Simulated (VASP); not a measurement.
Wanted: the native input for a VASP 6.6.1 run.

```
Task                   : single point
Functional             : r2SCAN
Potentials or basis    : VASP PAW PBE potentials, release 64 (Ta_pv, V_sv, N)
Cutoff                 : 520 eV
k mesh                 : 9 × 9 × 6
Occupations            : fermi-dirac, width 0.05 eV
Spin                   : collinear spin, ferromagnetic start
Starting moments       : [0.0, 2.0, 0.0, 0.0] μB
Dipole correction      : no
Further INCAR settings : ALGO = Normal; EDIFF = 1e-07; NBANDS = 29
```

TaVN2:

```
Ta V N
1.0
     3.02940    0.00000    0.00000
     0.00000    3.02940    0.00000
     0.00000    0.00000    4.26723
Ta V N
1 1 2
Direct
  0.00000 0.00000 0.00000
  0.50000 0.50000 0.50000
  0.50000 0.50000 0.00000
  0.00000 0.00000 0.50000
```

These files were run (other wordings do the same):

POSCAR

```
TaVN2
1.0
    3.0293974772      0.0000000000      0.0000000000
    0.0000000000      3.0293974772      0.0000000000
    0.0000000000      0.0000000000      4.2672285004
Ta V N
1 1 2
Direct
    0.0000000000      0.0000000000      0.0000000000
    0.5000000000      0.5000000000      0.5000000000
    0.5000000000      0.5000000000      0.0000000000
    0.0000000000      0.0000000000      0.5000000000
```

INCAR.step1

```
PREC = Accurate
ENCUT = 520
ISMEAR = -1
SIGMA = 0.05
LREAL = False
LASPH = True
NELM = 150
ISPIN = 2
MAGMOM = 0 2 0 0
LMAXMIX = 4
NBANDS = 29
GGA = PE
ALGO = Normal
EDIFF = 1E-4
LWAVE = True
LCHARG = False
```

INCAR.step2

```
PREC = Accurate
ENCUT = 520
EDIFF = 1E-7
ISMEAR = -1
SIGMA = 0.05
LREAL = False
LASPH = True
NELM = 150
ALGO = Normal
ISIF = 2
LWAVE = False
LCHARG = True
ISPIN = 2
MAGMOM = 0 2 0 0
LORBIT = 11
LMAXMIX = 4
METAGGA = R2SCAN
LMIXTAU = True
LELF = True
LVHAR = True
NBANDS = 29
ISTART = 1
```

KPOINTS

```
regular mesh
0
Gamma
  9 9 6
```

Potentials or basis: VASP PAW PBE potentials, release 64 (Ta_pv, V_sv, N).

The run is started by

```sh
$ cat potpaw_PBE.64/Ta_pv/POTCAR potpaw_PBE.64/V_sv/POTCAR potpaw_PBE.64/N/POTCAR > POTCAR
$ cp INCAR.step1 INCAR
$ mpirun -np 1 vasp_std > vasp.out
$ cp INCAR.step2 INCAR
$ mpirun -np 1 vasp_std > vasp.out
```

It gave:

```yaml
Pressure: 8.7 GPa
Net_moment: 1.85 μB per cell
Site_moments: Ta -0.12; V +1.80; N +0.03, +0.04 μB
Valence_electrons_inside_the_program's_atomic_spheres: Ta 8.99; V 11.59; N 3.84, 3.81
```

Caveat: the cell stands under pressure; the PAW data sets were made with another functional, which shifts forces and pressure a little.

Run time: 12 min on 1 thread of Intel Xeon 8259CL (shared host), peak memory 0.26 GiB.
